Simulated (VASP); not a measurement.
TiB2: relaxation of shape and atoms at fixed volume with r2SCAN

The system is TiB2.

```xyz
3
Lattice="2.9674 0.0000 0.0000 -1.4837 2.5698 0.0000 0.0000 0.0000 3.1472" Properties=species:S:1:pos:R:3 pbc="T T T"
Ti    0.0000    0.0000    0.0000
B     0.0000    1.7132    1.5736
B     1.4837    0.8566    1.5736
```

This cell differs from its parent crystal: volume scaled by 0.94.

```yaml
Program: VASP 6.6.1
Task: relaxation of shape and atoms at fixed volume
Functional: r2SCAN
Potentials_or_basis: VASP PAW PBE potentials, release 64 (Ti_sv, B)
Cutoff: 600 eV
k_mesh: 15 × 15 × 14
Occupations: gaussian, width 0.1 eV
Spin: no spin polarisation
Dipole_correction: no
Further_INCAR_settings: ALGO = Normal; EDIFF = 1e-06; IBRION = 2; EDIFFG = -0.01; NSW = 50; ISIF = 4
```

- Energy gained by relaxing: 0.1 meV/atom
- Ionic steps: 2
- Pressure after relaxing: 19.0 GPa
- Band gap on the k mesh: zero (band 9 reaches 11.30 eV, above the bottom of band 10 at 10.60 eV)

Stress tensor (GPa, compression positive):
```
18.93  0.00  0.00
 0.00 18.93  0.00
 0.00  0.00 19.16
```

The path:
```csv
step,energy change (eV),largest force (eV/Å),pressure (GPa),volume (Å³)
1,0.0000,0.0000,19.16,24.00
2,-0.0003,0.0000,19.01,24.00
```

Final structure:
```
CELL_PARAMETERS angstrom
2.97121 0.00000 0.00000
-1.48561 2.57314 0.00000
0.00000 0.00000 3.13913
ATOMIC_POSITIONS crystal
Ti 0.00000 0.00000 0.00000
B 0.33333 0.66667 0.50000
B 0.66667 0.33333 0.50000
```

Levels at points of the mesh, in eV from the Fermi level:
```tsv
k point	band 6	band 7	band 8	band 9	band 10	band 11	band 12	band 13
(0.00, 0.00, 0.00)	-3.01	-3.01	-2.54	-2.36	2.18	2.18	4.23	4.23
(0.00, 0.00, 0.50)	-8.44	-0.69	-0.69	-0.31	-0.31	0.49	0.49	2.04
```

Run time: 3.5 min on 1 thread of AMD EPYC 9R45 96-Core Processor (Zen 5), on a shared host, peak memory 0.19 GiB.

Caveat: the cell differs from its parent crystal (volume scaled by 0.94); the PAW data sets were made with another functional, which shifts forces and pressure a little.
